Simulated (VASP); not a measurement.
# MgO (P6_3/mmc) in VASP: relaxation of cell and atoms with PBE

Aim: the relaxation of cell and atoms of MgO with PBE.

Everything below comes from runs of VASP 6.6.1. Logs are shortened: lines on timing, memory, paths and dates and some standing lists are left out, and cuts for length are marked.

**1. The cell of the first run**

It takes space group P6_3/mmc (No. 194, hexagonal). The conventional cell has a = 3.104 Å, b = 3.104 Å, c = 5.115 Å, α = 90.00°, β = 90.00°, γ = 120.00°. Within 2.9 Å of Mg (site symmetry -3m) lie 6 O at 2.20 Å and 2 Mg at 2.56 Å. O (site symmetry -6m2) has 6 Mg at 2.20 Å within 2.9 Å.

**2. Relaxation of cell and atoms, PBE**

INCAR reads:

```
SYSTEM = MgO
PREC = Accurate
ENCUT = 840
EDIFF = 1E-7
ISMEAR = 0
SIGMA = 0.1
LREAL = .FALSE.
LASPH = .TRUE.
NELM = 120
ALGO = Normal
ISIF = 3
LWAVE = .FALSE.
LCHARG = .FALSE.
GGA = PE
IBRION = 2
NSW = 90
EDIFFG = -0.04
GGA_COMPAT = .FALSE.
NELMIN = 4
```

KPOINTS reads:

```
Automatic mesh
0
G
  6 6 4
  0 0 0
```

POSCAR reads:

```
MgO
1.0
    3.1044380200      0.0000000000      0.0000000000
   -1.5522190100      2.6885221900      0.0000000000
    0.0000000000      0.0000000000      5.1148398800
Mg O
2 2
Direct
    0.0000000000      0.0000000000      0.0000000000
    0.0000000000      0.0000000000      0.5000000000
    0.3333333300      0.6666666700      0.7500000000
    0.6666666700      0.3333333300      0.2500000000
```

Potentials or basis: VASP PAW PBE potentials, release 64 (Mg_sv, O).

Command:

```console
cat potpaw_PBE.64/Mg_sv/POTCAR potpaw_PBE.64/O/POTCAR > POTCAR
mpirun -np 1 vasp_std > vasp.out
```

OUTCAR:

```text
SYSTEM = MgO
   PREC = Accurate
   ENCUT = 840
   EDIFF = 1E-7
   ISMEAR = 0
   LREAL = .FALSE.
   LASPH = .TRUE.
   NELM = 120
   ISIF = 3
   GGA = PE
   IBRION = 2
   NSW = 90
   EDIFFG = -0.04
   NELMIN = 4

 ion  position               nearest neighbor table
   1  0.000  0.000  0.000-
   2  0.000  0.000  0.500-
   3  0.333  0.667  0.750-
   4  0.667  0.333  0.250-

  LATTYP: Found a hexagonal cell.
 ALAT       =     3.1044380200
 C/A-ratio  =     1.6475896272

  Lattice vectors:

 A1 = (   3.1044380200,   0.0000000000,   0.0000000000)
 A2 = (  -1.5522190100,   2.6885221900,   0.0000000000)
 A3 = (   0.0000000000,   0.0000000000,   5.1148398800)

Analysis of symmetry for initial positions (statically):
=====================================================================
 Subroutine PRICEL returns:
 Original cell was already a primitive cell.

 Routine SETGRP: Setting up the symmetry group for a
 hexagonal supercell.

 Subroutine GETGRP returns: Found 24 space group operations
 (whereof 12 operations were pure point group operations)
 out of a pool of 24 trial point group operations.

The static configuration has the point symmetry D_3d.
 The point group associated with its full space group is D_6h.

Analysis of symmetry for dynamics (positions and initial velocities):
=====================================================================
 Subroutine PRICEL returns:
 Original cell was already a primitive cell.

 Routine SETGRP: Setting up the symmetry group for a
 hexagonal supercell.

 Subroutine GETGRP returns: Found 24 space group operations
 (whereof 12 operations were pure point group operations)
 out of a pool of 24 trial point group operations.

The dynamic configuration has the point symmetry D_3d.
 The point group associated with its full space group is D_6h.

 Subroutine INISYM returns: Found 24 space group operations
 (whereof 12 operations are pure point group operations),
 and found     1 'primitive' translations

----------------------------------------------------------------------------------------

                                     Primitive cell

  volume of cell :      42.6902

  direct lattice vectors                    reciprocal lattice vectors
     3.104438020  0.000000000  0.000000000     0.322119493  0.185975776  0.000000000
    -1.552219010  2.688522190  0.000000000     0.000000000  0.371951552  0.000000000
     0.000000000  0.000000000  5.114839880     0.000000000  0.000000000  0.195509542

  length of vectors
     3.104438020  3.104438020  5.114839880     0.371951552  0.371951552  0.195509542

  position of ions in fractional coordinates (direct lattice)
     0.000000000  0.000000000  0.000000000
     0.000000000  0.000000000  0.500000000
     0.333333330  0.666666670  0.750000000
     0.666666670  0.333333330  0.250000000

  ion indices of the primitive-cell ions
   primitive index   ion index
                 1           1
                 2           2
                 3           3
                 4           4

----------------------------------------------------------------------------------------

 KPOINTS: Automatic mesh

Automatic generation of k-mesh.
 Grid dimensions read from file:
 generate k-points for:    6    6    4

 Generating k-lattice:

  Cartesian coordinates                     Fractional coordinates (reciprocal lattice)
     0.053686582  0.030995963  0.000000000     0.166666667 -0.000000000  0.000000000
     0.000000000  0.061991925  0.000000000     0.000000000  0.166666667  0.000000000
     0.000000000  0.000000000  0.048877385     0.000000000  0.000000000  0.250000000

  Length of vectors
     0.061991925  0.061991925  0.048877385

  Shift w.r.t. Gamma in fractional coordinates (k-lattice)
     0.000000000  0.000000000  0.000000000

 Subroutine IBZKPT returns following result:
 ===========================================

 Found     21 irreducible k-points:

 Following reciprocal coordinates:
            Coordinates               Weight
  0.000000  0.000000  0.000000      1.000000
  0.166667  0.000000  0.000000      6.000000
  0.333333  0.000000  0.000000      6.000000
  0.500000  0.000000  0.000000      3.000000
  0.166667  0.166667  0.000000      6.000000
  0.333333  0.166667  0.000000     12.000000
[... 13 lines left out ...]
  0.333333  0.166667  0.500000     12.000000
  0.333333  0.333333  0.500000      2.000000
   k-points           NKPTS =     21   k-points in BZ     NKDIM =     21   number of bands    NBANDS=     20
   number of dos      NEDOS =    301   number of ions     NIONS =      4
   total plane-waves  NPLWV =  43200
   dimension x,y,z NGX =    30 NGY =   30 NGZ =   48
   dimension x,y,z NGXF=    60 NGYF=   60 NGZF=   96
   ions per type =               2   2
   NGX,Y,Z   is equivalent  to a cutoff of  16.07, 16.07, 15.60 a.u.
   NGXF,Y,Z  is equivalent  to a cutoff of  32.13, 32.13, 31.20 a.u.
 SYSTEM =  MgO
   PREC   = accura    normal or accurate (medium, high low for compatibility)
   ISTART =      0    job   : 0-new  1-cont  2-samecut
   ICHARG =      2    charge: 1-file 2-atom 10-const
   ISPIN  =      1    spin polarized calculation?
   LNONCOLLINEAR =      F non collinear calculations
   LSORBIT =      F    spin-orbit coupling
   LASPH  =      T    aspherical Exc in radial PAW
   ENCUT  =  840.0 eV  61.74 Ry    7.86 a.u.   7.34  7.34 12.09*2*pi/ulx,y,z
   NELM   =    120;   NELMIN=  4; NELMDL= -5     # of ELM steps
   EDIFF  = 0.1E-06   stopping-criterion for ELM
   LREAL  =      F    real-space projection
   EDIFFG = -.4E-01   stopping-criterion for IOM
   NSW    =     90    number of steps for IOM
   IBRION =      2    ionic relax: 0-MD 1-quasi-New 2-CG
   NFREE  =      1    steps in history (QN), initial steepest desc. (CG)
   ISIF   =      3    stress and relaxation
   ISYM   =      2    0-nonsym 1-usesym 2-fastsym
   POTIM  = 0.5000    time-step for ionic-motion
   TEBEG  =    0.0;   TEEND  =   0.0 temperature during run
   PSTRESS=    0.0 pullay stress
   NELECT =      32.0000    total number of electrons
   NUPDOWN=      -1.0000    fix difference up-down
   EMIN   =  10.00;   EMAX   =-10.00  energy-range for DOS
   EFERMI =   0.00;   METHOD = LEGACY
   ISMEAR =     0;   SIGMA  =   0.10  broadening in eV -4-tet -1-fermi 0-gaus
   EFERMI_NEDOS =   21; number of points for ismear=-14 and -15
   IALGO  =     38    algorithm
   IMIX   =      4    mixing-type and parameters
     AMIX     =   0.40;   BMIX     =  1.00
     AMIX_MAG =   1.60;   BMIX_MAG =  1.00
  volume/ion in A,a.u.               =      10.67        72.02
  Fermi-wavevector in a.u.,A,eV,Ry     =   1.487129  2.810266 30.089995  2.211552
  Thomas-Fermi vector in A             =   2.600328
   LORBIT       =      0    0 simple, 1 ext, 2 COOP (PROOUT), +10 PAW based schemes
   GGA     = PE    functional components
   LHFCALC =     F    Hartree Fock is set to
   AEXX    =    0.0000 exact exchange contribution
   IVDW    =     0    specifies the selected vdW correction
   LEPSILON=     F    determine dielectric tensor
   LRPA    =     F    only Hartree local field effects (RPA)
 conjugate gradient relaxation of ions
 non-spin polarized calculation
 Gauss-broadening in eV      SIGMA  =   0.10
  energy-cutoff  :      840.00
  volume of cell :       42.69
 maximum number of plane-waves:      2388
 NGX is ok and might be reduce to    30
   NGX = 15   NGY = 15   NGZ = 25

--------------------------------------- Ionic step        1  -------------------------------------------

 number of electron      32.0000016 magnetization

 Free energy of the ion-electron system (eV)
  ---------------------------------------------------
  ext. energy  EPLUGINS =         0.00000000
  ---------------------------------------------------
  free energy    TOTEN  =       -22.95662977 eV

  energy without entropy =      -22.95662977  energy(sigma->0) =      -22.95662977

------------------------ aborting loop because EDIFF is reached ----------------------------------------

  FORCE on cell =-STRESS in cart. coord.  units (eV):
  Direction    XX          YY          ZZ          XY          YZ          ZX
  --------------------------------------------------------------------------------------
  -------------------------------------------------------------------------------------
  Total       -4.5145506     -4.5145506      0.9695470      0.0000000     -0.0000000      0.0000000
  in kB     -169.4323940   -169.4323940     36.3873813      0.0000000     -0.0000000      0.0000000
  external PRESSURE =    -100.8258022 kB  Pullay stress =       0.0000000 kB

 VOLUME and BASIS-vectors are now :
 -----------------------------------------------------------------------------
  energy-cutoff  :      840.00
  volume of cell :       42.69
      direct lattice vectors                 reciprocal lattice vectors
     3.104438020  0.000000000  0.000000000     0.322119493  0.185975776  0.000000000
    -1.552219010  2.688522190  0.000000000     0.000000000  0.371951552  0.000000000
     0.000000000  0.000000000  5.114839880     0.000000000  0.000000000  0.195509542
[... 77 lines left out ...]
 POSITION                                       TOTAL-FORCE (eV/Angst)
 -----------------------------------------------------------------------------------
     -1.47995      2.56335     -0.00000        -0.000000     -0.000000     -0.000000
     -1.47995      2.56335      2.58299         0.000000      0.000000     -0.000000
     -0.00000      1.70890      3.87449         0.000000     -0.000000      0.000000
      1.47995      0.85445      1.29150        -0.000000      0.000000      0.000000
 -----------------------------------------------------------------------------------
    total drift:                               -0.000000      0.000000      0.000000

  FREE ENERGIE OF THE ION-ELECTRON SYSTEM (eV)
  ---------------------------------------------------
  free  energy   TOTEN  =       -23.1811689389 eV

  energy  without entropy=      -23.1811689389  energy(sigma->0) =      -23.18116894

--------------------------------------- Ionic step        4  -------------------------------------------

 number of electron      31.9999993 magnetization

 Free energy of the ion-electron system (eV)
  ---------------------------------------------------
  ext. energy  EPLUGINS =         0.00000000
  ---------------------------------------------------
  free energy    TOTEN  =       -23.18110396 eV

  energy without entropy =      -23.18110396  energy(sigma->0) =      -23.18110396

 E-fermi :   3.2206     XC(G=0): -11.1295

 val. band max:        2.7330860881   @ k =   0.0000   0.0000   0.0000
 cond. band min:       6.8141949343   @ k =   0.0000   0.0000   0.0000
 fundamental gap:      4.0811088463
 Fermi energy:         3.2206003105

 k-point     1 :       0.0000    0.0000    0.0000
  band No.  band energies     occupation
      1     -70.0505      2.00000
      2     -70.0332      2.00000
      3     -36.9062      2.00000
      4     -36.7736      2.00000
      5     -36.7736      2.00000
      6     -36.7573      2.00000
[... 12 lines left out ...]
     19      14.0225      0.00000
     20      15.5341      0.00000
[... 480 lines left out ...]
 POSITION                                       TOTAL-FORCE (eV/Angst)
 -----------------------------------------------------------------------------------
      0.00000     -0.00000      0.00000        -0.000000      0.000000     -0.000000
      0.00000     -0.00000      2.58248        -0.000000      0.000000     -0.000000
     -0.00000      1.71057      3.87372         0.000000      0.000000      0.000000
      1.48140      0.85529      1.29124        -0.000000     -0.000000     -0.000000
 -----------------------------------------------------------------------------------
    total drift:                               -0.000000      0.000000      0.000000

  FREE ENERGIE OF THE ION-ELECTRON SYSTEM (eV)
  ---------------------------------------------------
  free  energy   TOTEN  =       -23.1811039605 eV

  energy  without entropy=      -23.1811039605  energy(sigma->0) =      -23.18110396

 reached required accuracy - stopping structural energy minimisation
```

Run time: 77 s. Hardware: 1 thread of AMD EPYC 7R13 (Zen 3), shared host; peak memory 0.19 GiB.

What came out:

```yaml
Free_energy: -23.1811 eV
Relaxed_volume: 9.82 Å³/atom
Relaxed_cell: a = 2.963 Å, b = 2.963 Å, c = 5.165 Å, α = 90.00°, β = 90.00°, γ = 120.00°
Space_group_after_relaxing_to_0.1_Å: P6_3/mmc (No. 194)
Energy_gained_by_relaxing: 56.1 meV/atom
Ionic_steps: 4
Pressure_after_relaxing: -0.5 GPa
Band_gap_on_the_k_mesh: 4.08 eV
```

Step by step:
| step | energy change (eV) | largest force (eV/Å) | pressure (GPa) | volume (Å³) |
| --- | --- | --- | --- | --- |
| 1 | 0.0000 | 0.0000 | -10.08 | 42.69 |
| 2 | -0.2170 | 0.0000 | 1.92 | 38.61 |
| 3 | -0.2245 | 0.0000 | -0.21 | 39.20 |
| 4 | -0.2245 | 0.0000 | -0.46 | 39.26 |

Final structure:
```xyz
4
Lattice="2.9628 0.0000 0.0000 -1.4814 2.5659 0.0000 0.0000 0.0000 5.1650" Properties=species:S:1:pos:R:3 pbc="T T T"
Mg    0.0000    0.0000    0.0000
Mg    0.0000    0.0000    2.5825
O     0.0000    1.7106    3.8737
O     1.4814    0.8553    1.2912
```

Levels at points of the mesh, in eV from the valence-band top:
```tsv
k point	band 12	band 13	band 14	band 15	band 16	band 17	band 18	band 19	band 20
(0.00, 0.00, 0.00)	-0.49	-0.48	-0.48	0.00	0.00	4.08	7.86	11.29	12.80
(0.50, 0.00, 0.00)	-3.37	-2.54	-1.52	-1.18	-0.68	8.17	9.44	10.02	11.27
(0.00, 0.00, 0.50)	-3.00	-0.25	-0.25	-0.25	-0.25	6.52	6.52	11.66	11.66
(0.50, 0.00, 0.50)	-4.20	-1.47	-1.47	-0.94	-0.94	8.38	8.38	10.76	10.76
```
